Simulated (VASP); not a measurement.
# Si3Ni (Pm-3m) in VASP: notebook, part 2 of 2

VASP 6.6.1. The steps go on from the part before.

## Step 4: Single point, PBE

This run uses another cell than the first one, of 13.12 Å³/atom.

Input file INCAR:

```
PREC     = Accurate       # precision mode
ENCUT    = 520            # plane-wave cutoff, eV
EDIFF    = 1E-6           # SCF threshold, eV
ISMEAR   = 0              # smearing method
SIGMA    = 0.1            # smearing width, eV
LREAL    = False          # projectors in reciprocal space
LASPH    = True           # aspherical terms in the spheres
NELM     = 80             # most SCF steps
ALGO     = Normal         # electronic algorithm
ISIF     = 2              # what is computed and relaxed
LWAVE    = False          # write WAVECAR
LCHARG   = False          # write CHGCAR
GGA      = PE             # functional
NBANDS   = 19             # bands
```

Input file KPOINTS:

```
Automatic mesh
0
Gamma
  12 12 12
```

Input file POSCAR:

```
Si3Ni
1.0
    3.7436447529      0.0000000000      0.0000000000
    0.0000000000      3.7436447529      0.0000000000
    0.0000000000      0.0000000000      3.7436447529
Si Ni
3 1
Direct
    0.0000000000      0.5000000000      0.5000000000
    0.5000000000      0.0000000000      0.5000000000
    0.5000000000      0.5000000000      0.0000000000
    0.0000000000      0.0000000000      0.0000000000
```

Potentials or basis: VASP PAW PBE potentials, release 64 (Si, Ni).

Run with:

```bash
$ cat potpaw_PBE.64/Si/POTCAR potpaw_PBE.64/Ni/POTCAR > POTCAR
$ mpirun -np 1 vasp_std > vasp.out
```

OUTCAR:

```text
PREC = Accurate
   ENCUT = 520
   EDIFF = 1E-6
   ISMEAR = 0
   LREAL = False
   LASPH = True
   NELM = 80
   ISIF = 2
   GGA = PE

 ion  position               nearest neighbor table
   1  0.000  0.500  0.500-   2 2.65   3 2.65   4 2.65   3 2.65   4 2.65   2 2.65   4 2.65   4 2.65
                             2 2.65   3 2.65   3 2.65   2 2.65
   2  0.500  0.000  0.500-   1 2.65   3 2.65   4 2.65   3 2.65   4 2.65   1 2.65   3 2.65   3 2.65
                             1 2.65   4 2.65   4 2.65   1 2.65
   3  0.500  0.500  0.000-   1 2.65   2 2.65   4 2.65   1 2.65   2 2.65   2 2.65   4 2.65   2 2.65
                             1 2.65   4 2.65   1 2.65   4 2.65
   4  0.000  0.000  0.000-   1 2.65   2 2.65   3 2.65   1 2.65   2 2.65   1 2.65   3 2.65   1 2.65
                             2 2.65   3 2.65   2 2.65   3 2.65

  LATTYP: Found a simple cubic cell.
 ALAT       =     3.7436447529

  Lattice vectors:

 A1 = (   3.7436447529,   0.0000000000,   0.0000000000)
 A2 = (   0.0000000000,   3.7436447529,   0.0000000000)
 A3 = (   0.0000000000,   0.0000000000,   3.7436447529)

Analysis of symmetry for initial positions (statically):
=====================================================================
 Subroutine PRICEL returns:
 Original cell was already a primitive cell.

 Routine SETGRP: Setting up the symmetry group for a
 simple cubic supercell.

 Subroutine GETGRP returns: Found 48 space group operations
 (whereof 48 operations were pure point group operations)
 out of a pool of 48 trial point group operations.

The static configuration has the point symmetry O_h .

Analysis of symmetry for dynamics (positions and initial velocities):
=====================================================================
 Subroutine PRICEL returns:
 Original cell was already a primitive cell.

 Routine SETGRP: Setting up the symmetry group for a
 simple cubic supercell.

 Subroutine GETGRP returns: Found 48 space group operations
[... 122 lines left out ...]
   ISMEAR =     0;   SIGMA  =   0.10  broadening in eV -4-tet -1-fermi 0-gaus
   EFERMI_NEDOS =   21; number of points for ismear=-14 and -15
   IALGO  =     38    algorithm
   IMIX   =      4    mixing-type and parameters
     AMIX     =   0.40;   BMIX     =  1.00
     AMIX_MAG =   1.60;   BMIX_MAG =  1.00
  volume/ion in A,a.u.               =      13.12        88.52
  Fermi-wavevector in a.u.,A,eV,Ry     =   1.225334  2.315545 20.428372  1.501443
  Thomas-Fermi vector in A             =   2.360376
   LORBIT       =      0    0 simple, 1 ext, 2 COOP (PROOUT), +10 PAW based schemes
   GGA     = PE    functional components
   LHFCALC =     F    Hartree Fock is set to
   AEXX    =    0.0000 exact exchange contribution
   IVDW    =     0    specifies the selected vdW correction
   LEPSILON=     F    determine dielectric tensor
   LRPA    =     F    only Hartree local field effects (RPA)
 non-spin polarized calculation
 Gauss-broadening in eV      SIGMA  =   0.10
  energy-cutoff  :      520.00
  volume of cell :       52.47
 maximum number of plane-waves:      1434
 NGX is ok and might be reduce to    28
   NGX = 13   NGY = 13   NGZ = 13

 number of electron      21.9999977 magnetization

 Free energy of the ion-electron system (eV)
  ---------------------------------------------------
  ext. energy  EPLUGINS =         0.00000000
  ---------------------------------------------------
  free energy    TOTEN  =       -20.79015747 eV

  energy without entropy =      -20.78054987  energy(sigma->0) =      -20.78535367

 E-fermi :  10.6124     XC(G=0): -11.7474

 val. band max:       10.5871200617   @ k =   0.4167   0.4167   0.1667
 cond. band min:      10.6202832253   @ k =   0.1667   0.0833   0.0833
 fundamental gap:      0.0331631636
 Fermi energy:        10.6123782040

 k-point     1 :       0.0000    0.0000    0.0000
  band No.  band energies     occupation
      1      -3.6172      2.00000
      2       5.5664      2.00000
      3       5.5664      2.00000
      4       5.9905      2.00000
      5       5.9905      2.00000
      6       5.9905      2.00000
[... 505 lines left out ...]
      6       7.6256      2.00000
[... 11 lines left out ...]
     18      17.3487      0.00000
     19      18.2900      0.00000

 [... further k-points ...]
[... 5 lines left out ...]
  --------------------------------------------------------------------------------------
  -------------------------------------------------------------------------------------
  Total        0.0168680      0.0168680      0.0168680     -0.0000000     -0.0000000      0.0000000
  in kB        0.5150981      0.5150981      0.5150981     -0.0000000     -0.0000000      0.0000000
  external PRESSURE =       0.5150981 kB  Pullay stress =       0.0000000 kB

 VOLUME and BASIS-vectors are now :
 -----------------------------------------------------------------------------
  energy-cutoff  :      520.00
  volume of cell :       52.47
      direct lattice vectors                 reciprocal lattice vectors
     3.743644753  0.000000000  0.000000000     0.267119363  0.000000000  0.000000000
     0.000000000  3.743644753  0.000000000     0.000000000  0.267119363  0.000000000
     0.000000000  0.000000000  3.743644753     0.000000000  0.000000000  0.267119363

 POSITION                                       TOTAL-FORCE (eV/Angst)
 -----------------------------------------------------------------------------------
      0.00000      1.87182      1.87182         0.000000      0.000000      0.000000
      1.87182      0.00000      1.87182         0.000000      0.000000      0.000000
      1.87182      1.87182      0.00000         0.000000      0.000000      0.000000
      0.00000      0.00000      0.00000         0.000000      0.000000      0.000000
 -----------------------------------------------------------------------------------
    total drift:                               -0.000000     -0.000000     -0.000000

  FREE ENERGIE OF THE ION-ELECTRON SYSTEM (eV)
  ---------------------------------------------------
  free  energy   TOTEN  =       -20.7901574744 eV

  energy  without entropy=      -20.7805498672  energy(sigma->0) =      -20.78535367
```

OSZICAR:

```text
N       E                     dE             d eps       ncg     rms          rms(c)
DAV:   1     0.858068381105E+02    0.85807E+02   -0.92854E+03  3208   0.112E+03
DAV:   2    -0.168475888173E+02   -0.10265E+03   -0.97235E+02  3288   0.226E+02
DAV:   3    -0.225964137341E+02   -0.57488E+01   -0.55207E+01  4112   0.553E+01
DAV:   4    -0.227267109879E+02   -0.13030E+00   -0.12941E+00  3874   0.714E+00
DAV:   5    -0.227293710709E+02   -0.26601E-02   -0.26594E-02  3876   0.119E+00    0.173E+01
DAV:   6    -0.340770747212E+02   -0.11348E+02   -0.99606E+01  3569   0.168E+02    0.373E+01
DAV:   7    -0.221995252066E+02    0.11878E+02   -0.17963E+01  3747   0.995E+01    0.105E+01
DAV:   8    -0.207581090200E+02    0.14414E+01   -0.56997E+00  4055   0.442E+01    0.246E+00
DAV:   9    -0.207924457835E+02   -0.34337E-01   -0.64886E-01  3480   0.471E+00    0.953E-01
DAV:  10    -0.207902293301E+02    0.22165E-02   -0.14618E-02  4145   0.150E+00    0.409E-01
DAV:  11    -0.207902119049E+02    0.17425E-04   -0.14028E-03  3797   0.314E-01    0.917E-02
DAV:  12    -0.207901766654E+02    0.35240E-04   -0.18069E-04  3937   0.194E-01    0.497E-02
DAV:  13    -0.207901601277E+02    0.16538E-04   -0.38956E-05  3994   0.105E-01    0.258E-02
DAV:  14    -0.207901574253E+02    0.27024E-05   -0.51775E-06  3596   0.127E-02    0.209E-03
DAV:  15    -0.207901574744E+02   -0.49034E-07   -0.22336E-07  1956   0.422E-03
   1 F= -.20790157E+02 E0= -.20785354E+02  d E =-.960761E-02
```

stdout:

```text
POSCAR found type information on POSCAR SiNi
 POSCAR found :  2 types and       4 ions
 scaLAPACK will be used
 LDA part: xc-table for (Slater+PW92), standard interpolation
 POSCAR, INCAR and KPOINTS ok, starting setup
 FFT: planning ... GRIDC
 FFT: planning ... GRID_SOFT
 FFT: planning ... GRID
 WAVECAR not read
 entering main loop
```

Wall time 64 s (1 thread of Intel Xeon Platinum 8488C (Sapphire Rapids), shared host); peak memory 0.2 GiB.

What came out:

```
Free energy            : -20.7902 eV
Pressure               : 0.1 GPa
Band gap on the k mesh : zero (bands 11 and 12 overlap by 2.37 eV)
```

## Step 5: Relaxation of cell and atoms, PBE, collinear spin, ferromagnetic start

Input file INCAR:

```
SYSTEM = Si3Ni
  ALGO = Normal
  EDIFF = 1E-7
  EDIFFG = -0.04
  ENCUT = 600
  GGA = PE
  IBRION = 2
  ISIF = 3
  ISMEAR = 0
  ISPIN = 2
  LASPH = .True.
  LCHARG = .False.
  LMAXMIX = 4
  LORBIT = 11
  LREAL = .False.
  LWAVE = .False.
  MAGMOM = 0 0 0 2
  NELM = 150
  NSW = 90
  PREC = Accurate
  SIGMA = 0.1
```

Input file KPOINTS:

```
k-points
0
Gamma
  6 6 6
  0 0 0
```

Input file POSCAR:

```
Si3Ni
1.0
    3.6366825400      0.0000000000      0.0000000000
    0.0000000000      3.6366825400      0.0000000000
    0.0000000000      0.0000000000      3.6366825400
Si Ni
3 1
Direct
    0.0000000000      0.5000000000      0.5000000000
    0.5000000000      0.0000000000      0.5000000000
    0.5000000000      0.5000000000      0.0000000000
    0.0000000000      0.0000000000      0.0000000000
```

Run with:

```bash
$ cat potpaw_PBE.64/Si/POTCAR potpaw_PBE.64/Ni/POTCAR > POTCAR
$ mpirun -np 1 vasp_std > vasp.out
```

Wall time 2.2 min (1 thread of Intel Xeon Platinum 8488C (Sapphire Rapids), shared host); peak memory 0.2 GiB.

The run converged. Its results:

```yaml
Free_energy: -20.8658 eV
Relaxed_volume: 12.93 Å³/atom
Relaxed_cell: a = 3.726 Å, b = 3.726 Å, c = 3.726 Å, α = 90.00°, β = 90.00°, γ = 90.00°
Space_group_after_relaxing_to_0.1_Å: Pm-3m (No. 221)
Energy_gained_by_relaxing: 28.2 meV/atom
Ionic_steps: 3
Pressure_after_relaxing: 0.0 GPa
Band_gap_on_the_k_mesh: zero (filled and empty bands overlap)
Net_moment: 0.00 μB per cell
Valence_electrons_inside_the_program's_atomic_spheres: Si 1.55; Ni 9.33
```

The path:
```tsv
step	energy change (eV)	largest force (eV/Å)	pressure (GPa)	volume (Å³)
1	0.0000	0.0000	10.65	48.10
2	-0.0814	0.0000	-4.50	53.88
3	-0.1128	0.0000	0.02	51.73
```

Final structure:
```
CELL_PARAMETERS angstrom
3.72615 0.00000 0.00000
0.00000 3.72615 0.00000
0.00000 0.00000 3.72615
ATOMIC_POSITIONS crystal
Si 0.00000 0.50000 0.50000
Si 0.50000 0.00000 0.50000
Si 0.50000 0.50000 0.00000
Ni 0.00000 0.00000 0.00000
```

Levels at points of the mesh, in eV from the Fermi level:
Spin up:
```csv
k point,band 7,band 8,band 9,band 10,band 11,band 12,band 13,band 14,band 15,band 16
"(0.00, 0.00, 0.00)",-2.15,-2.15,-2.15,-0.86,-0.11,-0.11,4.06,4.06,4.06,6.68
"(0.50, 0.00, 0.00)",-1.85,-1.81,-1.20,-1.20,-0.36,-0.20,-0.20,2.15,2.22,7.05
"(0.50, 0.50, 0.00)",-1.83,-1.79,-1.73,-0.75,1.56,1.83,1.83,2.07,2.07,3.59
"(0.50, 0.50, 0.50)",-5.82,-2.04,-1.69,-1.69,-0.91,-0.91,-0.91,9.85,9.85,10.15
```
Spin down:
```tsv
k point	band 7	band 8	band 9	band 10	band 11	band 12	band 13	band 14	band 15	band 16
(0.00, 0.00, 0.00)	-2.15	-2.15	-2.15	-0.86	-0.11	-0.11	4.06	4.06	4.06	6.68
(0.50, 0.00, 0.00)	-1.85	-1.81	-1.20	-1.20	-0.36	-0.20	-0.20	2.15	2.22	7.05
(0.50, 0.50, 0.00)	-1.83	-1.79	-1.73	-0.75	1.56	1.83	1.83	2.07	2.07	3.59
(0.50, 0.50, 0.50)	-5.82	-2.04	-1.69	-1.69	-0.91	-0.91	-0.91	9.85	9.85	10.15
```

Caveat: the moments typed at the start vanished in this run.

## Step 6: Relaxation of cell and atoms, PBE

This run uses another cell than the first one, of 12.93 Å³/atom.

Input file INCAR:

```
SYSTEM = Si3Ni
ALGO = Normal
EDIFF = 1E-6
EDIFFG = -0.01
ENCUT = 600
GGA = PE
IBRION = 2
ISIF = 3
ISMEAR = 0
LASPH = .True.
LCHARG = .False.
LREAL = .False.
LWAVE = .False.
NELM = 80
NSW = 100
PREC = Accurate
SIGMA = 0.1
```

Input file KPOINTS:

```
k-points
0
Gamma
  12 12 12
  0 0 0
```

Input file POSCAR:

```
Si3Ni
1.0
    3.7257415035      0.0000000000      0.0000000000
    0.0000000000      3.7257415035      0.0000000000
    0.0000000000      0.0000000000      3.7257415035
Si Ni
3 1
Direct
    0.0000000000      0.5000000000      0.5000000000
    0.5000000000      0.0000000000      0.5000000000
    0.5000000000      0.5000000000      0.0000000000
    0.0000000000      0.0000000000      0.0000000000
```

Potentials or basis: VASP PAW PBE potentials, release 64 (Si, Ni).

Run with:

```bash
$ cat potpaw_PBE.64/Si/POTCAR potpaw_PBE.64/Ni/POTCAR > POTCAR
$ mpirun -np 1 vasp_std > vasp.out
```

OUTCAR:

```text
SYSTEM = Si3Ni
   EDIFF = 1E-6
   EDIFFG = -0.01
   ENCUT = 600
   GGA = PE
   IBRION = 2
   ISIF = 3
   ISMEAR = 0
   LASPH = .True.
   LREAL = .False.
   NELM = 80
   NSW = 100
   PREC = Accurate

 ion  position               nearest neighbor table
   1  0.000  0.500  0.500-   2 2.63   3 2.63   4 2.63   3 2.63   4 2.63   2 2.63   4 2.63   4 2.63
                             2 2.63   3 2.63   3 2.63   2 2.63
   2  0.500  0.000  0.500-   1 2.63   3 2.63   4 2.63   3 2.63   4 2.63   1 2.63   3 2.63   3 2.63
                             1 2.63   4 2.63   4 2.63   1 2.63
   3  0.500  0.500  0.000-   1 2.63   2 2.63   4 2.63   1 2.63   2 2.63   2 2.63   4 2.63   2 2.63
                             1 2.63   4 2.63   1 2.63   4 2.63
   4  0.000  0.000  0.000-   1 2.63   2 2.63   3 2.63   1 2.63   2 2.63   1 2.63   3 2.63   1 2.63
                             2 2.63   3 2.63   2 2.63   3 2.63

  LATTYP: Found a simple cubic cell.
 ALAT       =     3.7257415035

  Lattice vectors:

 A1 = (   3.7257415035,   0.0000000000,   0.0000000000)
 A2 = (   0.0000000000,   3.7257415035,   0.0000000000)
 A3 = (   0.0000000000,   0.0000000000,   3.7257415035)

Analysis of symmetry for initial positions (statically):
=====================================================================
 Subroutine PRICEL returns:
 Original cell was already a primitive cell.

 Routine SETGRP: Setting up the symmetry group for a
 simple cubic supercell.

[... 246 lines left out ...]
--------------------------------------- Ionic step        3  -------------------------------------------

 number of electron      21.9999994 magnetization

 Free energy of the ion-electron system (eV)
  ---------------------------------------------------
  ext. energy  EPLUGINS =         0.00000000
  ---------------------------------------------------
  free energy    TOTEN  =       -20.78989273 eV

  energy without entropy =      -20.78029574  energy(sigma->0) =      -20.78509424

 E-fermi :  10.6070     XC(G=0): -11.7456

 val. band max:       10.5816135646   @ k =   0.4167   0.4167   0.1667
 cond. band min:      10.6147612670   @ k =   0.1667   0.0833   0.0833
 fundamental gap:      0.0331477024
 Fermi energy:        10.6069857512

 k-point     1 :       0.0000    0.0000    0.0000
  band No.  band energies     occupation
      1      -3.6189      2.00000
      2       5.5624      2.00000
      3       5.5624      2.00000
      4       5.9868      2.00000
      5       5.9868      2.00000
      6       5.9868      2.00000
      7       8.3897      2.00000
      8       8.3897      2.00000
      9       8.3897      2.00000
     10       9.6367      2.00000
     11      10.3339      1.99989
     12      10.3339      1.99989
     13      14.4839      0.00000
     14      14.4839      0.00000
[... 401 lines left out ...]
      2       1.1121      2.00000
      3       2.5256      2.00000
      4       4.7969      2.00000
      5       7.0687      2.00000
      6       7.6219      2.00000
      7       8.4512      2.00000
      8       8.7308      2.00000
      9       8.9055      2.00000
     10       9.9023      2.00000
     11      10.5587      1.50573
     12      11.6025      0.00000
     13      12.5410      0.00000
     14      12.9374      0.00000
     15      13.9864      0.00000

 [... further k-points ...]
[... 5 lines left out ...]
  --------------------------------------------------------------------------------------
  -------------------------------------------------------------------------------------
  Total        0.0086005      0.0086005      0.0086005      0.0000000      0.0000000     -0.0000000
  in kB        0.2625358      0.2625358      0.2625358      0.0000000      0.0000000     -0.0000000
  external PRESSURE =       0.2625358 kB  Pullay stress =       0.0000000 kB
[... 19 lines left out ...]
  FREE ENERGIE OF THE ION-ELECTRON SYSTEM (eV)
  ---------------------------------------------------
  free  energy   TOTEN  =       -20.7898927286 eV

  energy  without entropy=      -20.7802957417  energy(sigma->0) =      -20.78509424

 reached required accuracy - stopping structural energy minimisation
```

OSZICAR:

```text
N       E                     dE             d eps       ncg     rms          rms(c)
DAV:   1     0.940861229297E+02    0.94086E+02   -0.10575E+04  2520   0.162E+03
DAV:   2    -0.161209069398E+02   -0.11021E+03   -0.10701E+03  2632   0.278E+02
DAV:   3    -0.226258911141E+02   -0.65050E+01   -0.62184E+01  3445   0.667E+01
DAV:   4    -0.227596408601E+02   -0.13375E+00   -0.13342E+00  2885   0.894E+00
[... 26 lines left out ...]
DAV:   3    -0.207895922442E+02    0.56379E-01   -0.23064E-01  2902   0.978E+00    0.984E-02
DAV:   4    -0.207900872535E+02   -0.49501E-03   -0.74207E-03  2751   0.606E-01    0.140E-01
DAV:   5    -0.207899009632E+02    0.18629E-03   -0.54696E-04  3507   0.409E-01    0.359E-02
DAV:   6    -0.207898928670E+02    0.80962E-05   -0.46371E-05  3790   0.857E-02    0.102E-02
DAV:   7    -0.207898927286E+02    0.13838E-06   -0.28839E-06  1860   0.232E-02
   3 F= -.20789893E+02 E0= -.20785094E+02  d E =-.401433E-02
```

CONTCAR:

```text
Si3Ni
   1.00000000000000
     3.7441095942233873    0.0000000000000000   -0.0000000000000000
    -0.0000000000000000    3.7441095942233873   -0.0000000000000000
     0.0000000000000000    0.0000000000000000    3.7441095942233873
  Si              Ni
     3     1
Direct
     0.0000000000000000    0.5000000000000000    0.5000000000000000
     0.5000000000000000    0.0000000000000000    0.5000000000000000
     0.5000000000000000    0.5000000000000000    0.0000000000000000
     0.0000000000000000    0.0000000000000000    0.0000000000000000

  0.00000000E+00  0.00000000E+00  0.00000000E+00
  0.00000000E+00  0.00000000E+00  0.00000000E+00
  0.00000000E+00  0.00000000E+00  0.00000000E+00
  0.00000000E+00  0.00000000E+00  0.00000000E+00
```

Run time: 2.7 min. Hardware: 1 thread of Intel Xeon Platinum 8488C (Sapphire Rapids), shared host; peak memory 0.23 GiB.

Results:

* Free energy: -20.7899 eV
* Relaxed volume: 13.12 Å³/atom
* Relaxed cell: a = 3.744 Å, b = 3.744 Å, c = 3.744 Å, α = 90.00°, β = 90.00°, γ = 90.00°
* Space group after relaxing (to 0.1 Å): Pm-3m (No. 221)
* Energy gained by relaxing: 1.0 meV/atom
* Ionic steps: 3
* Pressure after relaxing: 0.0 GPa
* Band gap on the k mesh: zero (bands 11 and 12 overlap by 2.37 eV)

Step by step:
```tsv
step	energy change (eV)	largest force (eV/Å)	pressure (GPa)	volume (Å³)
1	0.0000	0.0000	1.67	51.72
2	-0.0036	0.0000	-0.54	52.73
3	-0.0040	0.0000	0.03	52.49
```

Final structure:
```xyz
4
Lattice="3.7441 0.0000 0.0000 0.0000 3.7441 0.0000 0.0000 0.0000 3.7441" Properties=species:S:1:pos:R:3 pbc="T T T"
Si    0.0000    1.8721    1.8721
Si    1.8721    0.0000    1.8721
Si    1.8721    1.8721    0.0000
Ni    0.0000    0.0000    0.0000
```

Spin polarisation is off, so any magnetic state and its effect on volume and gap are missing.

The gap in the log of VASP goes by the Fermi energy; the results here count the filled bands.